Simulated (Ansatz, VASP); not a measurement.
# GaN in VASP and in Ansatz

```
Ga N
1.0
     0.00000    2.36618    2.36618
     2.36618    0.00000    2.36618
     2.36618    2.36618    0.00000
Ga N
1 1
Direct
  0.00000 0.00000 0.00000
  0.75000 0.75000 0.75000
```

Change from the starting cell: strain +0.050 along x and y, +0.050 along z, atoms carried along.

Alike in both runs: task single point; functional PBE; k mesh 10 × 10 × 10; occupations gaussian, width 0.05 eV; no spin polarisation.

|  | VASP | Ansatz |
| --- | --- | --- |
| version | VASP 6.6.1 | Ansatz 0.2.0 |
| potentials or method | VASP PAW PBE potentials, release 64 (Ga_d, N), cutoff 520 eV | scalar-relativistic, plane waves, PAW |
| valence electrons in the cell | 18 | 18 |

VASP gave:

* gap on the k mesh at the Fermi level (eV): 0.79
* least direct gap on the mesh (eV): 0.79
* pressure (GPa): -15.4

Q: What did Ansatz give for the same quantities?

A: gap on the k mesh at the Fermi level (eV): 0.79; least direct gap on the mesh (eV): 0.79; pressure (GPa): -15.7.
